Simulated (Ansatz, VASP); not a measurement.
# Ti in VASP and in Ansatz

The input INCAR:

```
SYSTEM = Ti
PREC = Accurate ; ENCUT = 520
EDIFF = 1E-7 ; ISMEAR = -1
SIGMA = 0.28 ; LREAL = .FALSE.
LASPH = .TRUE. ; NELM = 80
ALGO = Normal ; ISIF = 2
LWAVE = .FALSE. ; LCHARG = .FALSE.
GGA = PE ; NBANDS = 19
```

Contents of KPOINTS:

```
regular mesh
0
G
  13 13 7
  0 0 0
```

Contents of POSCAR:

```
Ti
1.0
    2.9499978604      0.0000000000      0.0000000000
   -1.4749989302      2.5547730882      0.0000000000
    0.0000000000      0.0000000000      4.6860000000
Ti
2
Direct
    0.3333333333      0.6666666667      0.2500000000
    0.6666666667      0.3333333333      0.7500000000
```

Input for Ansatz:

```yaml
crystal:
  lattice:
    - [2.9499978604, 0.0, 0.0]
    - [-1.4749989302, 2.5547730882, 0.0]
    - [0.0, 0.0, 4.686]
  atoms:
    - { symbol: Ti, position: [0.3333333333, 0.6666666667, 0.25] }
    - { symbol: Ti, position: [0.6666666667, 0.3333333333, 0.75] }
kpoints:
  mp_grid: { grid: [13, 13, 7] }
scf:
  occupations: { method: fermi_dirac, width: 0.28 }
hamiltonian:
  xc: pbe
  pseudopotentials: { kind: all_electron, lapw: { basis_error: 0.0005 } }
output:
  forces: true
  stress: true
  eigenvalues: true
```

Alike in both runs: task single point; functional PBE; k mesh 13 × 13 × 7; occupations fermi-dirac, width 0.28 eV; no spin polarisation.

|  | VASP | Ansatz |
| --- | --- | --- |
| version | VASP 6.6.1 | Ansatz 0.2.0 |
| potentials or method | VASP PAW PBE potentials, release 64 (Ti_sv), cutoff 520 eV | all-electron LAPW, scalar-relativistic |

VASP gave:

```
pressure (GPa)                                                : 0.1
traceless stress, the component that is largest in VASP (GPa) : 0.49
```

Q: Estimate Ansatz's values.

A: Pressure (GPa): 0.3; traceless stress, the component that is largest in VASP (GPa): 0.49.

Ansatz ran all-electron here, and VASP with PAW potentials.
